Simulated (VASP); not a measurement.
# Zn (R-3m) in VASP: a series of runs

Runs on Zn. Level: PBE. Tasks: single point.

Everything below comes from runs of VASP 6.6.1. Logs are shortened: lines on timing, memory, paths and dates and some standing lists are left out, and cuts for length are marked.

### Step 1. The cell of the first run

The structure is trigonal, space group R-3m (No. 166). Conventional cell: a = 3.420 Å, b = 3.420 Å, c = 6.624 Å, α = 90.00°, β = 90.00°, γ = 120.00°. Within 3.9 Å of Zn (site symmetry -3m) lie 12 Zn at 2.96 to 3.42 Å.

### Step 2. Single point, PBE (Hg replaced by Zn, lengths x 0.955, strained)

INCAR

```
PREC     = Accurate       # precision mode
ENCUT    = 520            # plane-wave cutoff, eV
EDIFF    = 1E-7           # SCF threshold, eV
ISMEAR   = 0              # smearing method
SIGMA    = 0.1            # smearing width, eV
LREAL    = F              # projectors in reciprocal space
LASPH    = T              # aspherical terms in the spheres
NELM     = 100            # most SCF steps
ALGO     = Normal         # electronic algorithm
ISIF     = 2              # what is computed and relaxed
LWAVE    = F              # write WAVECAR
LCHARG   = F              # write CHGCAR
GGA      = PE             # functional
NBANDS   = 12             # bands
```

KPOINTS

```
regular mesh
0
Gamma
  15 15 15
```

POSCAR

```
Zn
1.0
    1.7098719000      0.9871950018      2.2080074100
   -1.7098719000      0.9871950018      2.2080074100
    0.0000000000     -1.9743900035      2.2080074100
Zn
1
Direct
    0.0000000000      0.0000000000      0.0000000000
```

Potentials or basis: VASP PAW PBE potentials, release 64 (Zn).

Started as:

```bash
$ cat potpaw_PBE.64/Zn/POTCAR > POTCAR
$ mpirun -np 1 vasp_std > vasp.out
```

OUTCAR:

```text
PREC = Accurate
   ENCUT = 520
   EDIFF = 1E-7
   ISMEAR = 0
   LREAL = F
   LASPH = T
   NELM = 100
   ISIF = 2
   GGA = PE

 ion  position               nearest neighbor table
   1  0.000  0.000  0.000-

  LATTYP: Found a trigonal (rhomboedric) cell.
 ALAT       =     2.9620115814
 COS(alpha) =     0.3335253405

  Lattice vectors:

 A1 = (   1.7098719000,   0.9871950018,   2.2080074100)
 A2 = (  -1.7098719000,   0.9871950018,   2.2080074100)
 A3 = (   0.0000000000,  -1.9743900035,   2.2080074100)

Analysis of symmetry for initial positions (statically):
=====================================================================
 Subroutine PRICEL returns:
 Original cell was already a primitive cell.

 Routine SETGRP: Setting up the symmetry group for a
 trigonal (rhombohedral) supercell.

 Subroutine GETGRP returns: Found 12 space group operations
 (whereof 12 operations were pure point group operations)
 out of a pool of 12 trial point group operations.

The static configuration has the point symmetry D_3d.

Analysis of symmetry for dynamics (positions and initial velocities):
=====================================================================
 Subroutine PRICEL returns:
 Original cell was already a primitive cell.

 Routine SETGRP: Setting up the symmetry group for a
 trigonal (rhombohedral) supercell.

 Subroutine GETGRP returns: Found 12 space group operations
 (whereof 12 operations were pure point group operations)
 out of a pool of 12 trial point group operations.

The dynamic configuration has the point symmetry D_3d.

 Subroutine INISYM returns: Found 12 space group operations
 (whereof 12 operations are pure point group operations),
 and found     1 'primitive' translations

----------------------------------------------------------------------------------------

                                     Primitive cell

  volume of cell :      22.3624

  direct lattice vectors                    reciprocal lattice vectors
     1.709871900  0.987195002  2.208007410     0.292419567  0.168828516  0.150965677
    -1.709871900  0.987195002  2.208007410    -0.292419567  0.168828516  0.150965677
     0.000000000 -1.974390003  2.208007410     0.000000000 -0.337657031  0.150965677

  length of vectors
     2.962011581  2.962011581  2.962011581     0.369868769  0.369868769  0.369868769

  position of ions in fractional coordinates (direct lattice)
     0.000000000  0.000000000  0.000000000

  ion indices of the primitive-cell ions
   primitive index   ion index
                 1           1

----------------------------------------------------------------------------------------

 KPOINTS: regular mesh

Automatic generation of k-mesh.
 Grid dimensions read from file:
 generate k-points for:   15   15   15

 Generating k-lattice:

  Cartesian coordinates                     Fractional coordinates (reciprocal lattice)
     0.019494638  0.011255234  0.010064378     0.066666667 -0.000000000  0.000000000
    -0.019494638  0.011255234  0.010064378    -0.000000000  0.066666667  0.000000000
     0.000000000 -0.022510469  0.010064378     0.000000000  0.000000000  0.066666667

  Length of vectors
     0.024657918  0.024657918  0.024657918

  Shift w.r.t. Gamma in fractional coordinates (k-lattice)
     0.000000000  0.000000000  0.000000000

 Subroutine IBZKPT returns following result:
 ===========================================

 Found    344 irreducible k-points:

 Following reciprocal coordinates:
            Coordinates               Weight
  0.000000  0.000000  0.000000      1.000000
  0.066667  0.000000 -0.000000      6.000000
  0.133333  0.000000  0.000000      6.000000
  0.200000  0.000000 -0.000000      6.000000
  0.266667  0.000000  0.000000      6.000000
  0.333333  0.000000 -0.000000      6.000000
[... 16 lines left out ...]
  0.133333  0.133333  0.000000      6.000000
  0.200000  0.133333  0.000000     12.000000
 [... further k-points ...]
   k-points           NKPTS =    344   k-points in BZ     NKDIM =    344   number of bands    NBANDS=     12
   number of dos      NEDOS =    301   number of ions     NIONS =      1
   total plane-waves  NPLWV =  13824
   dimension x,y,z NGX =    24 NGY =   24 NGZ =   24
   dimension x,y,z NGXF=    48 NGYF=   48 NGZF=   48
   ions per type =               1
   NGX,Y,Z   is equivalent  to a cutoff of  13.47, 13.47, 13.47 a.u.
   NGXF,Y,Z  is equivalent  to a cutoff of  26.94, 26.94, 26.94 a.u.
 SYSTEM =  unknown system
   PREC   = accura    normal or accurate (medium, high low for compatibility)
   ISTART =      0    job   : 0-new  1-cont  2-samecut
   ICHARG =      2    charge: 1-file 2-atom 10-const
   ISPIN  =      1    spin polarized calculation?
   LNONCOLLINEAR =      F non collinear calculations
   LSORBIT =      F    spin-orbit coupling
   LASPH  =      T    aspherical Exc in radial PAW
   ENCUT  =  520.0 eV  38.22 Ry    6.18 a.u.   5.51  5.51  5.51*2*pi/ulx,y,z
   NELM   =    100;   NELMIN=  2; NELMDL= -5     # of ELM steps
   EDIFF  = 0.1E-06   stopping-criterion for ELM
   LREAL  =      F    real-space projection
   EDIFFG = 0.1E-05   stopping-criterion for IOM
   NSW    =      0    number of steps for IOM
   IBRION =     -1    ionic relax: 0-MD 1-quasi-New 2-CG
   NFREE  =      0    steps in history (QN), initial steepest desc. (CG)
   ISIF   =      2    stress and relaxation
   ISYM   =      2    0-nonsym 1-usesym 2-fastsym
   POTIM  = 0.5000    time-step for ionic-motion
   TEBEG  =    0.0;   TEEND  =   0.0 temperature during run
   PSTRESS=    0.0 pullay stress
   NELECT =      12.0000    total number of electrons
   NUPDOWN=      -1.0000    fix difference up-down
   EMIN   =  10.00;   EMAX   =-10.00  energy-range for DOS
   EFERMI =   0.00;   METHOD = LEGACY
   ISMEAR =     0;   SIGMA  =   0.10  broadening in eV -4-tet -1-fermi 0-gaus
   EFERMI_NEDOS =   21; number of points for ismear=-14 and -15
   IALGO  =     38    algorithm
   IMIX   =      4    mixing-type and parameters
     AMIX     =   0.40;   BMIX     =  1.00
     AMIX_MAG =   1.60;   BMIX_MAG =  1.00
  volume/ion in A,a.u.               =      22.36       150.91
  Fermi-wavevector in a.u.,A,eV,Ry     =   1.330339  2.513977 24.079633  1.769803
  Thomas-Fermi vector in A             =   2.459434
   LORBIT       =      0    0 simple, 1 ext, 2 COOP (PROOUT), +10 PAW based schemes
   GGA     = PE    functional components
   LHFCALC =     F    Hartree Fock is set to
   AEXX    =    0.0000 exact exchange contribution
   IVDW    =     0    specifies the selected vdW correction
   LEPSILON=     F    determine dielectric tensor
   LRPA    =     F    only Hartree local field effects (RPA)
 non-spin polarized calculation
 Gauss-broadening in eV      SIGMA  =   0.10
  energy-cutoff  :      520.00
  volume of cell :       22.36
 maximum number of plane-waves:       619
 NGX is ok and might be reduce to    24

 number of electron      11.9999983 magnetization

 Free energy of the ion-electron system (eV)
  ---------------------------------------------------
  ext. energy  EPLUGINS =         0.00000000
  ---------------------------------------------------
  free energy    TOTEN  =        -0.80246849 eV

  energy without entropy =       -0.80043639  energy(sigma->0) =       -0.80145244

 E-fermi :   0.7518     XC(G=0):  -9.6537

 val. band max:        0.7447935998   @ k =  -0.4667  -0.4667   0.2667
 cond. band min:       0.7621074979   @ k =  -0.3333   0.3333   0.3333
 fundamental gap:      0.0173138981
 Fermi energy:         0.7517775415

 k-point     1 :       0.0000    0.0000    0.0000
  band No.  band energies     occupation
      1      -6.9333      2.00000
      2      -6.3057      2.00000
      3      -6.3057      2.00000
      4      -5.9319      2.00000
      5      -5.9077      2.00000
      6      -5.9077      2.00000
      7      12.4781      0.00000
      8      12.4781      0.00000
      9      13.7766      0.00000
     10      15.7182      0.00000
     11      15.7182      0.00000
     12      17.3858      0.00000

 k-point     2 :       0.0667    0.0000   -0.0000
  band No.  band energies     occupation
      1      -6.8442      2.00000
      2      -6.3034      2.00000
      3      -6.2964      2.00000
      4      -5.9294      2.00000
      5      -5.9111      2.00000
      6      -5.9087      2.00000
      7      11.3058      0.00000
      8      12.4214      0.00000
      9      13.3937      0.00000
     10      15.9340      0.00000
     11      16.7690      0.00000
     12      18.1309      0.00000

 k-point     3 :       0.1333    0.0000    0.0000
  band No.  band energies     occupation
      1      -6.6066      2.00000
      2      -6.2978      2.00000
      3      -6.2446      2.00000
      4      -5.9212      2.00000
      5      -5.9195      2.00000
      6      -5.9070      2.00000
      7       9.1154      0.00000
      8      12.3033      0.00000
      9      13.2231      0.00000
     10      16.5150      0.00000
     11      17.5716      0.00000
     12      19.9639      0.00000
[... 286 lines left out ...]
 k-point    23 :       0.1333    0.1333    0.0000
  band No.  band energies     occupation
      1      -6.4346      2.00000
      2      -6.2614      2.00000
      3      -6.2201      2.00000
      4      -5.9788      2.00000
      5      -5.9032      2.00000
      6      -5.9006      2.00000
      7      10.0175      0.00000
      8      11.1407      0.00000
      9      11.9704      0.00000
     10      16.8527      0.00000
     11      18.2562      0.00000
     12      19.1151      0.00000

 k-point    24 :       0.2000    0.1333    0.0000
  band No.  band energies     occupation
      1      -6.3509      2.00000
      2      -6.2152      2.00000
      3      -6.0819      2.00000
      4      -5.9690      2.00000
      5      -5.9010      2.00000
      6      -5.7850      2.00000
      7       8.2237      0.00000
      8      11.4137      0.00000
      9      11.8548      0.00000
     10      15.5103      0.00000
     11      18.5762      0.00000
     12      19.3010      0.00000

 [... further k-points ...]

------------------------ aborting loop because EDIFF is reached ----------------------------------------

  FORCE on cell =-STRESS in cart. coord.  units (eV):
  Direction    XX          YY          ZZ          XY          YZ          ZX
  --------------------------------------------------------------------------------------
  -------------------------------------------------------------------------------------
  Total       -1.1115256     -1.1115256     -1.2379332      0.0000000     -0.0000000      0.0000000
  in kB      -79.6364249    -79.6364249    -88.6930328      0.0000000     -0.0000000      0.0000000
  external PRESSURE =     -82.6552942 kB  Pullay stress =       0.0000000 kB

 VOLUME and BASIS-vectors are now :
 -----------------------------------------------------------------------------
  energy-cutoff  :      520.00
  volume of cell :       22.36
      direct lattice vectors                 reciprocal lattice vectors
     1.709871900  0.987195002  2.208007410     0.292419567  0.168828516  0.150965677
    -1.709871900  0.987195002  2.208007410    -0.292419567  0.168828516  0.150965677
     0.000000000 -1.974390003  2.208007410     0.000000000 -0.337657031  0.150965677

 POSITION                                       TOTAL-FORCE (eV/Angst)
 -----------------------------------------------------------------------------------
      0.00000      0.00000      0.00000         0.000000     -0.000000     -0.000000
 -----------------------------------------------------------------------------------
    total drift:                               -0.000000     -0.000000      0.000000

  FREE ENERGIE OF THE ION-ELECTRON SYSTEM (eV)
  ---------------------------------------------------
  free  energy   TOTEN  =        -0.8024684943 eV

  energy  without entropy=       -0.8004363945  energy(sigma->0) =       -0.80145244
```

It took 62 s on 1 thread of Intel Xeon 8259CL, shared host; peak memory 0.21 GiB.

What came out:

```
Free energy            : -0.8025 eV
Pressure               : -8.3 GPa
Band gap on the k mesh : zero (bands 6 and 7 overlap by 2.84 eV)
```

Stress tensor (GPa, compression positive):
```
-7.96  0.00  0.00
 0.00 -7.96  0.00
 0.00  0.00 -8.87
```

Levels at points of the mesh, in eV from the Fermi level:
```tsv
k point	band 4	band 5	band 6	band 7	band 8	band 9
(0.00, 0.00, 0.00)	-6.68	-6.66	-6.66	11.73	11.73	13.02
```

Caveat: the cell differs from its parent crystal (Hg replaced by Zn, lengths x 0.955, strained); the cell stands under tension.

### Step 3. Single point, PBE

This run uses another cell than the first one: it holds 8 atoms, not 1.

INCAR

```
SYSTEM = Zn
ALGO     = Fast           ! electronic algorithm
EDIFF    = 1E-6           ! SCF threshold, eV
ENCUT    = 520            ! plane-wave cutoff, eV
GGA      = PE             ! functional
ISIF     = 2              ! what is computed and relaxed
ISMEAR   = 0              ! smearing method
LASPH    = .TRUE.         ! aspherical terms in the spheres
LCHARG   = .FALSE.        ! write CHGCAR
LREAL    = .FALSE.        ! projectors in reciprocal space
LWAVE    = .FALSE.        ! write WAVECAR
NBANDS   = 58             ! bands
NELM     = 100            ! most SCF steps
PREC     = Accurate       ! precision mode
SIGMA    = 0.1            ! smearing width, eV
```

KPOINTS

```
k-points
0
G
  6 6 6
  0 0 0
```

POSCAR

```
Zn
1.0
    2.8984506206     -1.6734212461     -4.2146880942
   -2.8984506206     -1.6734212461     -4.2146880942
    0.0000000000      3.3468424920     -4.2146880943
Zn
8
Direct
    0.5000000000      0.5000000000      0.5000000000
    0.5000000000      0.5000000000      0.0000000000
    0.0000000000      0.5000000000      0.5000000000
    0.0000000000      0.5000000000      0.0000000000
    0.5000000000      0.0000000000      0.5000000000
    0.5000000000      0.0000000000      0.0000000000
    0.0000000000      0.0000000000      0.5000000000
    0.0000000000      0.0000000000      0.0000000000
```

Potentials or basis: VASP PAW PBE potentials, release 64 (Zn).

Started as:

```bash
$ cat potpaw_PBE.64/Zn/POTCAR > POTCAR
$ mpirun -np 1 vasp_std > vasp.out
```

Wall time 1.8 min (1 thread of Intel Xeon 6975P-C (Granite Rapids), shared host); peak memory 0.32 GiB.

It converged, with:

```
Free energy            : -8.7050 eV
Pressure               : 0.4 GPa
Band gap on the k mesh : zero (bands 48 and 49 overlap by 3.17 eV)
```

Stress tensor (GPa, compression positive):
```
0.32 0.00 0.00
0.00 0.32 0.00
0.00 0.00 0.51
```

Levels at points of the mesh, in eV from the Fermi level:
```tsv
k point	band 45	band 46	band 47	band 48	band 49	band 50	band 51	band 52
(0.00, 0.00, 0.00)	-1.94	-1.81	-1.81	-1.81	-0.87	-0.87	-0.87	0.32
(0.50, 0.00, 0.00)	-2.78	-2.78	-2.05	-2.05	1.43	1.43	1.43	1.43
(0.50, 0.50, 0.00)	-4.08	-4.08	1.84	1.84	1.92	1.92	4.04	4.04
(0.50, 0.50, 0.50)	-3.19	-3.19	-3.19	-3.19	2.73	2.73	2.73	2.73
```

The gap in the log of VASP goes by the Fermi energy; the results here count the filled bands.